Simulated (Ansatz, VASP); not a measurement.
## NiO: VASP beside Ansatz

```
Ni O
1.0
     0.00000    2.24063    2.24063
     2.24063    0.00000    2.24063
     2.24063    2.24063    0.00000
Ni O
1 1
Direct
  0.00000 0.00000 0.00000
  0.75000 0.75000 0.75000
```

Alike in both runs: functional PBEsol-based screened hybrid with a share of 0.25 of exact exchange and HFSCREEN = 0.207; k mesh 5 × 5 × 5; occupations fermi-dirac, width 0.05 eV; collinear spin.

|  | VASP | Ansatz |
| --- | --- | --- |
| version | VASP 6.6.1 | Ansatz 0.2.0 |
| potentials or method | VASP PAW PBE potentials, release 64 (Ni, O) | Ansatz PAW |
| plane-wave cutoff (eV) | 520 | 420 |
| valence electrons in the cell | 16 | 24 |
| task | single point | band structure |

|  | VASP | Ansatz | Ansatz less VASP |
| --- | --- | --- | --- |
| gap on the k mesh at the Fermi level (eV) | none | none | - |
| pressure (GPa) | -8.8 | -9.4 | -0.55 |
| net moment per atom (μB) | 1.00 | 1.00 | 0.000 |
| size of the moment on the site where the two differ most (μB) | 1.64 | 1.66 | +0.015 |

VASP's potentials were made for PBE, not for PBEsol-based screened hybrid. Site moments also hang on the region over which each program counts them. A gap of «none» marks a metal or a gap that the smearing closes. VASP's potentials hold 16 valence electrons a cell and Ansatz's 24, so a difference there can come from the potentials and not from the codes.

The k mesh is coarse, so the values compare programs but aren't converged. Noted on Ansatz's run: the magnetic or orbital state may not be the lowest.
